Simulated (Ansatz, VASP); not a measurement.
**AlCu: VASP beside Ansatz**

File INCAR:

```
SYSTEM = AlCu
PREC = Accurate
ENCUT = 520
EDIFF = 1E-6
ISMEAR = 0
SIGMA = 0.15
LREAL = .FALSE.
LASPH = .TRUE.
NELM = 80
ALGO = Normal
ISIF = 2
LWAVE = .FALSE.
LCHARG = .FALSE.
GGA = PS
NBANDS = 14
```

The input KPOINTS:

```
Automatic mesh
0
G
  16 16 16
  0 0 0
```

The input POSCAR:

```
AlCu
1.0
    2.9066309463      0.0000000000      0.0000000000
    0.0000000000      2.9066309463      0.0000000000
    0.0000000000      0.0000000000      2.9066309463
Al Cu
1 1
Direct
    0.0000000000      0.0000000000      0.0000000000
    0.5000000000      0.5000000000      0.5000000000
```

Input for Ansatz:

```yaml
crystal:
  lattice:
    - [2.9066309463, 0.0, 0.0]
    - [0.0, 2.9066309463, 0.0]
    - [0.0, 0.0, 2.9066309463]
  atoms:
    - { symbol: Al, position: [0.0, 0.0, 0.0] }
    - { symbol: Cu, position: [0.5, 0.5, 0.5] }
basis:
  ecutwfc: 520.0
kpoints:
  mp_grid: { grid: [16, 16, 16] }
hamiltonian:
  xc: pbesol
  pseudopotentials: { kind: paw, azcp: { folder: soft_1 } }
scf:
  occupations: { method: gaussian, width: 0.15 }
output:
  forces: true
  stress: true
  eigenvalues: true
```

Change from the starting cell: mode 4 frozen in at +0.000 Å, equal normal strain along x, y and z -0.0167.

Alike in both runs: task single point; functional PBEsol; k mesh 16 × 16 × 16; occupations gaussian, width 0.15 eV; no spin polarisation.

|  | VASP | Ansatz |
| --- | --- | --- |
| version | VASP 6.6.1 | Ansatz 0.2.0 |
| potentials or method | VASP PAW PBE potentials, release 64 (Al, Cu), cutoff 520 eV | scalar-relativistic, plane waves, PAW |
| valence electrons in the cell | 14 | 22 |

```tsv
	VASP	Ansatz	Ansatz less VASP
gap on the k mesh at the Fermi level (eV)	none	none	-
pressure (GPa)	8.3	7.3	-0.94
```

VASP's potentials were made for PBE, not for PBEsol, and Ansatz warns of the same on its side. A gap of «none» marks a metal or a gap that the smearing closes. VASP's potentials hold 14 valence electrons a cell and Ansatz's 22, so a difference there can come from the potentials and not from the codes.
